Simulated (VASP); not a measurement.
# Pt (P6_3/mmc) in VASP: a series of runs

The runs below take Pt through relaxation of cell and atoms, single point, with r2SCAN.

Program: VASP 6.6.1. These are calculated values, not measurements. Logs are shortened: lines on timing, memory, paths and dates and some standing lists are left out, and cuts for length are marked.

### 1 The cell of the first run

Symmetry: P6_3/mmc, No. 194, hexagonal system. Conventional cell: a = 2.774 Å, b = 2.774 Å, c = 9.060 Å, α = 90.00°, β = 90.00°, γ = 120.00°. Within 3.7 Å of Pt (site symmetry -3m) lie 12 Pt at 2.77 Å. Pt (site symmetry -6m2) has 12 Pt at 2.77 Å within 3.7 Å.

This isn't the form of Pt at room conditions, which is fcc.

### 2 Relaxation of cell and atoms, r2SCAN

Contents of POSCAR:

```
Pt
1.0
    2.7740467412      0.0000000000      0.0000000000
   -1.3870233706      2.4023949491      0.0000000000
    0.0000000000      0.0000000000      9.0600366567
Pt
4
Direct
    0.0000000000      0.0000000000      0.0000000000
    0.0000000000      0.0000000000      0.5000000000
    0.3333333333      0.6666666667      0.2500000000
    0.6666666667      0.3333333333      0.7500000000
```

Contents of INCAR.step1:

```
PREC = Accurate ; ENCUT = 550
ISMEAR = -1 ; SIGMA = 0.1
LREAL = False ; LASPH = True
NELM = 120 ; GGA = PE
ALGO = Normal ; EDIFF = 1E-5
LWAVE = True ; LCHARG = False
GGA_COMPAT = False ; IBRION = 2
ISIF = 3 ; EDIFFG = -0.005
NELMIN = 4 ; NSW = 100
```

Contents of INCAR.step2:

```
PREC = Accurate ; ENCUT = 550
EDIFF = 1E-7 ; ISMEAR = -1
SIGMA = 0.1 ; LREAL = False
LASPH = True ; NELM = 120
ALGO = Normal ; ISIF = 3
LWAVE = False ; LCHARG = False
METAGGA = R2SCAN ; LMIXTAU = True
IBRION = 2 ; NSW = 80
EDIFFG = -0.01 ; ISTART = 1
GGA_COMPAT = False ; NELMIN = 4
```

Contents of KPOINTS:

```
regular mesh
0
Gamma
  13 13 4
```

Potentials or basis: VASP PAW PBE potentials, release 64 (Pt).

Run with:

```bash
cat potpaw_PBE.64/Pt/POTCAR > POTCAR
cp INCAR.step1 INCAR
mpirun -np 1 vasp_std > vasp.out
cp INCAR.step2 INCAR
mpirun -np 1 vasp_std > vasp.out
```

OUTCAR:

```text
PREC = Accurate
   ENCUT = 550
   EDIFF = 1E-7
   ISMEAR = -1
   LREAL = False
   LASPH = True
   NELM = 120
   ISIF = 3
   METAGGA = R2SCAN
   IBRION = 2
   NSW = 80
   EDIFFG = -0.01
   ISTART = 1
   NELMIN = 4

 ion  position               nearest neighbor table
   1  0.000  0.000  0.000-   3 2.77   4 2.77   3 2.77   4 2.77   4 2.77   3 2.77
   2  0.000  0.000  0.500-   3 2.77   4 2.77   3 2.77   4 2.77   4 2.77   3 2.77
   3  0.333  0.667  0.250-   1 2.77   2 2.77   1 2.77   2 2.77   1 2.77   2 2.77
   4  0.667  0.333  0.750-   1 2.77   2 2.77   1 2.77   2 2.77   1 2.77   2 2.77

  LATTYP: Found a hexagonal cell.
 ALAT       =     2.7740467412
 C/A-ratio  =     3.2660000000

  Lattice vectors:

 A1 = (   2.7740467412,   0.0000000000,   0.0000000000)
 A2 = (  -1.3870233706,   2.4023949491,   0.0000000000)
 A3 = (   0.0000000000,   0.0000000000,   9.0600366567)

Analysis of symmetry for initial positions (statically):
=====================================================================
 Subroutine PRICEL returns:
 Original cell was already a primitive cell.

 Routine SETGRP: Setting up the symmetry group for a
 hexagonal supercell.

 Subroutine GETGRP returns: Found 24 space group operations
 (whereof 12 operations were pure point group operations)
 out of a pool of 24 trial point group operations.

The static configuration has the point symmetry D_3d.
 The point group associated with its full space group is D_6h.

Analysis of symmetry for dynamics (positions and initial velocities):
=====================================================================
 Subroutine PRICEL returns:
 Original cell was already a primitive cell.

 Routine SETGRP: Setting up the symmetry group for a
 hexagonal supercell.

 Subroutine GETGRP returns: Found 24 space group operations
 (whereof 12 operations were pure point group operations)
 out of a pool of 24 trial point group operations.

The dynamic configuration has the point symmetry D_3d.
 The point group associated with its full space group is D_6h.

 Subroutine INISYM returns: Found 24 space group operations
 (whereof 12 operations are pure point group operations),
 and found     1 'primitive' translations

----------------------------------------------------------------------------------------

                                     Primitive cell

  volume of cell :      60.3793

  direct lattice vectors                    reciprocal lattice vectors
     2.774046741  0.000000000  0.000000000     0.360484193  0.208125646  0.000000000
    -1.387023371  2.402394949  0.000000000     0.000000000  0.416251291  0.000000000
     0.000000000  0.000000000  9.060036657     0.000000000  0.000000000  0.110374829

  length of vectors
     2.774046741  2.774046741  9.060036657     0.416251291  0.416251291  0.110374829

  position of ions in fractional coordinates (direct lattice)
     0.000000000  0.000000000  0.000000000
     0.000000000  0.000000000  0.500000000
     0.333333333  0.666666667  0.250000000
     0.666666667  0.333333333  0.750000000

  ion indices of the primitive-cell ions
   primitive index   ion index
                 1           1
                 2           2
                 3           3
                 4           4

----------------------------------------------------------------------------------------

 KPOINTS: regular mesh

Automatic generation of k-mesh.
 Grid dimensions read from file:
 generate k-points for:   13   13    4

 Generating k-lattice:

  Cartesian coordinates                     Fractional coordinates (reciprocal lattice)
     0.027729553  0.016009665  0.000000000     0.076923077  0.000000000  0.000000000
     0.000000000  0.032019330  0.000000000     0.000000000  0.076923077  0.000000000
     0.000000000  0.000000000  0.027593707     0.000000000  0.000000000  0.250000000

  Length of vectors
     0.032019330  0.032019330  0.027593707

  Shift w.r.t. Gamma in fractional coordinates (k-lattice)
     0.000000000  0.000000000  0.000000000

 Subroutine IBZKPT returns following result:
 ===========================================

 Found     63 irreducible k-points:

 Following reciprocal coordinates:
            Coordinates               Weight
  0.000000  0.000000  0.000000      1.000000
  0.076923  0.000000  0.000000      6.000000
  0.153846 -0.000000  0.000000      6.000000
  0.230769 -0.000000  0.000000      6.000000
  0.307692 -0.000000  0.000000      6.000000
  0.384615  0.000000  0.000000      6.000000
[... 16 lines left out ...]
  0.076923  0.000000  0.250000     12.000000
  0.153846 -0.000000  0.250000     12.000000
 [... further k-points ...]
   k-points           NKPTS =     63   k-points in BZ     NKDIM =     63   number of bands    NBANDS=     24
   number of dos      NEDOS =    301   number of ions     NIONS =      4
   total plane-waves  NPLWV =  40320
   dimension x,y,z NGX =    24 NGY =   24 NGZ =   70
   dimension x,y,z NGXF=    48 NGYF=   48 NGZF=  140
   ions per type =               4
   NGX,Y,Z   is equivalent  to a cutoff of  14.38, 14.38, 12.84 a.u.
   NGXF,Y,Z  is equivalent  to a cutoff of  28.77, 28.77, 25.69 a.u.
 SYSTEM =  unknown system
   PREC   = accura    normal or accurate (medium, high low for compatibility)
   ISTART =      1    job   : 0-new  1-cont  2-samecut
   ICHARG =      0    charge: 1-file 2-atom 10-const
   ISPIN  =      1    spin polarized calculation?
   LNONCOLLINEAR =      F non collinear calculations
   LSORBIT =      F    spin-orbit coupling
   LASPH  =      T    aspherical Exc in radial PAW
   ENCUT  =  550.0 eV  40.42 Ry    6.36 a.u.   5.30  5.30 17.32*2*pi/ulx,y,z
   NELM   =    120;   NELMIN=  4; NELMDL=  0     # of ELM steps
   EDIFF  = 0.1E-06   stopping-criterion for ELM
   LREAL  =      F    real-space projection
   EDIFFG = -.1E-01   stopping-criterion for IOM
   NSW    =     80    number of steps for IOM
   IBRION =      2    ionic relax: 0-MD 1-quasi-New 2-CG
   NFREE  =      1    steps in history (QN), initial steepest desc. (CG)
   ISIF   =      3    stress and relaxation
   ISYM   =      2    0-nonsym 1-usesym 2-fastsym
   POTIM  = 0.5000    time-step for ionic-motion
   TEBEG  =    0.0;   TEEND  =   0.0 temperature during run
   PSTRESS=    0.0 pullay stress
   NELECT =      40.0000    total number of electrons
   NUPDOWN=      -1.0000    fix difference up-down
   EMIN   =  10.00;   EMAX   =-10.00  energy-range for DOS
   EFERMI =   0.00;   METHOD = LEGACY
   ISMEAR =    -1;   SIGMA  =   0.10  broadening in eV -4-tet -1-fermi 0-gaus
   EFERMI_NEDOS =   21; number of points for ismear=-14 and -15
   IALGO  =     38    algorithm
   IMIX   =      4    mixing-type and parameters
     AMIX     =   0.40;   BMIX     =  1.00
     AMIX_MAG =   1.60;   BMIX_MAG =  1.00
  volume/ion in A,a.u.               =      15.09       101.86
  Fermi-wavevector in a.u.,A,eV,Ry     =   1.427136  2.696897 27.711231  2.036718
  Thomas-Fermi vector in A             =   2.547338
   LORBIT       =      0    0 simple, 1 ext, 2 COOP (PROOUT), +10 PAW based schemes
   METAGGA = R2SCAN    functional components
   LHFCALC =     F    Hartree Fock is set to
   AEXX    =    0.0000 exact exchange contribution
   IVDW    =     0    specifies the selected vdW correction
   LEPSILON=     F    determine dielectric tensor
   LRPA    =     F    only Hartree local field effects (RPA)
 conjugate gradient relaxation of ions
 non-spin polarized calculation
  energy-cutoff  :      550.00
  volume of cell :       60.38
 maximum number of plane-waves:      1787
 NGX is ok and might be reduce to    24
   NGX = 11   NGY = 11   NGZ = 35

--------------------------------------- Ionic step        1  -------------------------------------------

 number of electron      40.0000000 magnetization

 Free energy of the ion-electron system (eV)
  ---------------------------------------------------
  ext. energy  EPLUGINS =         0.00000000
  ---------------------------------------------------
  free energy    TOTEN  =      -205.93623464 eV

  energy without entropy =     -205.71006302  energy(sigma->0) =     -205.82314883

------------------------ aborting loop because EDIFF is reached ----------------------------------------

  FORCE on cell =-STRESS in cart. coord.  units (eV):
  Direction    XX          YY          ZZ          XY          YZ          ZX
  --------------------------------------------------------------------------------------
  -------------------------------------------------------------------------------------
  Total        1.6411972      1.6411972      3.0080535      0.0000000      0.0000000      0.0000000
  in kB       43.5495028     43.5495028     79.8193155      0.0000000      0.0000000      0.0000000
  external PRESSURE =      55.6394404 kB  Pullay stress =       0.0000000 kB
[... 23 lines left out ...]
  energy  without entropy=     -205.7100630155  energy(sigma->0) =     -205.82314883

--------------------------------------- Ionic step        2  -------------------------------------------

 number of electron      39.9999994 magnetization

 E-fermi :   9.6250     XC(G=0): -14.0998

 val. band max:        9.6192970957   @ k =   0.3077   0.0769   0.0000
 cond. band min:       9.6265018452   @ k =   0.2308   0.2308   0.0000
 fundamental gap:      0.0072047495
 Fermi energy:         9.6250290422

 k-point     1 :       0.0000    0.0000    0.0000
  band No.  band energies     occupation
      1      -0.0177      2.00000
      2       1.9104      2.00000
      3       1.9109      2.00000
      4       2.7823      2.00000
      5       5.8310      2.00000
      6       5.8843      2.00000
[... 637 lines left out ...]
     23       9.6993      0.64464
     24      11.7560      0.00000

 [... further k-points ...]
[... 5 lines left out ...]
  --------------------------------------------------------------------------------------
  -------------------------------------------------------------------------------------
  Total       -5.3790732     -5.3790732     -4.7306165      0.0000000      0.0000000     -0.0000000
  in kB     -132.4427859   -132.4427859   -116.4765761      0.0000000      0.0000000     -0.0000000
  external PRESSURE =    -127.1207160 kB  Pullay stress =       0.0000000 kB
[... 213 lines left out ...]
  energy  without entropy=     -205.7444107083  energy(sigma->0) =     -205.85623878

--------------------------------------- Ionic step        8  -------------------------------------------

 number of electron      40.0000009 magnetization

 Free energy of the ion-electron system (eV)
  ---------------------------------------------------
  ext. energy  EPLUGINS =         0.00000000
  ---------------------------------------------------
  free energy    TOTEN  =      -205.96825841 eV

  energy without entropy =     -205.74490117  energy(sigma->0) =     -205.85657979

 E-fermi :  10.6274     XC(G=0): -14.4869

 val. band max:       10.6231855734   @ k =   0.2308  -0.0000   0.0000
 cond. band min:      10.6292184312   @ k =   0.3077   0.0769   0.0000
 fundamental gap:      0.0060328578
 Fermi energy:        10.6273946882

 k-point     1 :       0.0000    0.0000    0.0000
  band No.  band energies     occupation
      1       0.3655      2.00000
      2       2.3326      2.00000
      3       2.3327      2.00000
      4       3.1845      2.00000
      5       6.4430      2.00000
      6       6.4941      2.00000
[... 637 lines left out ...]
     23      10.6792      0.74684
     24      12.7950      0.00000

 [... further k-points ...]
[... 5 lines left out ...]
  --------------------------------------------------------------------------------------
  -------------------------------------------------------------------------------------
  Total        0.0080740      0.0080740      0.0080410      0.0000000      0.0000000      0.0000000
  in kB        0.2100431      0.2100431      0.2091849      0.0000000      0.0000000      0.0000000
  external PRESSURE =       0.2097570 kB  Pullay stress =       0.0000000 kB
[... 19 lines left out ...]
  FREE ENERGIE OF THE ION-ELECTRON SYSTEM (eV)
  ---------------------------------------------------
  free  energy   TOTEN  =      -205.9682584137 eV

  energy  without entropy=     -205.7449011750  energy(sigma->0) =     -205.85657979

 reached required accuracy - stopping structural energy minimisation
```

It took 36 min on 1 thread of AMD EPYC 9R45 (Zen 5), shared host; peak memory 0.23 GiB.

What came out:

| Property | Result |
| --- | --- |
| Free energy | -205.9683 eV |
| Relaxed volume | 15.40 Å³/atom |
| Relaxed cell | a = 2.768 Å, b = 2.768 Å, c = 9.282 Å, α = 90.00°, β = 90.00°, γ = 120.00° |
| Space group after relaxing (to 0.1 Å) | P6_3/mmc (No. 194) |
| Energy gained by relaxing | 8.0 meV/atom |
| Ionic steps | 8 |
| Pressure after relaxing | 0.0 GPa |

Step by step:
```
step  energy change (eV)  largest force (eV/Å)  pressure (GPa)  volume (Å³)
   1              0.0000                0.0000            5.56        60.38
   2              0.1176                0.0000          -12.71        65.07
   3             -0.0237                0.0000           -0.51        61.69
   4             -0.0237                0.0000           -0.40        61.67
   5             -0.0304                0.0000           -0.11        61.60
   6             -0.0320                0.0000            0.19        61.55
   7             -0.0318                0.0000           -0.49        61.71
   8             -0.0320                0.0000            0.02        61.59
```

Final structure:
```
Pt
1.0
     2.76800    0.00000    0.00000
    -1.38400    2.39716    0.00000
     0.00000    0.00000    9.28167
Pt
4
Direct
  0.00000 0.00000 0.00000
  0.00000 0.00000 0.50000
  0.33333 0.66667 0.25000
  0.66667 0.33333 0.75000
```

Levels at points of the mesh, in eV from the Fermi level:
| k point | band 17 | band 18 | band 19 | band 20 | band 21 | band 22 | band 23 | band 24 |
| --- | --- | --- | --- | --- | --- | --- | --- | --- |
| (0.00, 0.00, 0.00) | -2.02 | -1.39 | -1.39 | -0.95 | -0.95 | -0.43 | -0.16 | -0.16 |
| (0.00, 0.00, 0.50) | -1.74 | -1.74 | -1.74 | -1.74 | -0.49 | -0.49 | -0.49 | -0.49 |

Caveat: the highest band is partly filled, so the run has too few bands; the PAW data sets were made with another functional, which shifts forces and pressure a little; spin-orbit coupling is left out, which moves the levels of the heavy elements.

### 3 Single point, r2SCAN, collinear spin

This run uses another cell than the first one, of 15.35 Å³/atom.

Contents of POSCAR:

```
Pt
1.0
    2.7562755491      0.0000000000      0.0000000000
   -1.3781377746      2.3870046454      0.0000000000
    0.0000000000      0.0000000000      9.3295755805
Pt
4
Direct
    1.0000000000      0.0000000000      0.0000000000
    1.0000000000      0.0000000000      0.5000000000
    0.3333333333      0.6666666667      0.2500000000
    0.6666666667      0.3333333333      0.7500000000
```

Contents of INCAR.step1:

```
PREC = Accurate ; ENCUT = 520
ISMEAR = -1 ; SIGMA = 0.05
LREAL = F ; LASPH = T
NELM = 150 ; ISPIN = 2
MAGMOM = 1 1 1 1 ; LMAXMIX = 4
NBANDS = 32 ; GGA = PE
ALGO = Normal ; EDIFF = 1E-4
LWAVE = T ; LCHARG = F
```

Contents of INCAR.step2:

```
PREC = Accurate ; ENCUT = 520
EDIFF = 1E-6 ; ISMEAR = -1
SIGMA = 0.05 ; LREAL = F
LASPH = T ; NELM = 150
ALGO = Normal ; ISIF = 2
LWAVE = F ; LCHARG = F
ISPIN = 2 ; MAGMOM = 1 1 1 1
LORBIT = 11 ; LMAXMIX = 4
METAGGA = R2SCAN ; LMIXTAU = T
NBANDS = 32 ; ISTART = 1
```

KPOINTS is that of step 2.

Potentials or basis: VASP PAW PBE potentials, release 64 (Pt).

Run with:

```bash
cat potpaw_PBE.64/Pt/POTCAR > POTCAR
cp INCAR.step1 INCAR
mpirun -np 1 vasp_std > vasp.out
cp INCAR.step2 INCAR
mpirun -np 1 vasp_std > vasp.out
```

Wall time 9.4 min (1 thread of Intel Xeon 8259CL, shared host); peak memory 0.31 GiB.

The run converged. Its results:

```
Free energy                                           : -205.8838 eV
Pressure                                              : 0.7 GPa
Band gap on the k mesh                                : zero (filled and empty bands overlap)
Net moment                                            : 0.01 μB per cell
Valence electrons inside the program's atomic spheres : Pt 9.26
```

Stress tensor (GPa, compression positive):
```
0.78 0.00 0.00
0.00 0.78 0.00
0.00 0.00 0.52
```

Levels at points of the mesh, in eV from the Fermi level:
Spin up:
| k point | band 16 | band 17 | band 18 | band 19 | band 20 | band 21 | band 22 | band 23 | band 24 | band 25 |
| --- | --- | --- | --- | --- | --- | --- | --- | --- | --- | --- |
| (0.00, 0.00, 0.00) | -1.99 | -1.99 | -1.35 | -1.35 | -0.96 | -0.96 | -0.51 | -0.17 | -0.17 | 5.47 |
| (0.00, 0.00, 0.50) | -2.51 | -1.71 | -1.71 | -1.71 | -1.71 | -0.49 | -0.49 | -0.49 | -0.49 | 8.50 |
Spin down:
```tsv
k point	band 17	band 18	band 19	band 20	band 21	band 22	band 23	band 24
(0.00, 0.00, 0.00)	-1.99	-1.35	-1.35	-0.95	-0.95	-0.51	-0.17	-0.17
(0.00, 0.00, 0.50)	-1.71	-1.71	-1.71	-1.71	-0.49	-0.49	-0.49	-0.49
```

Caveat: the PAW data sets were made with another functional, which shifts forces and pressure a little; spin-orbit coupling is left out, which moves the levels of the heavy elements.

(Continued in part 2 of 2.)
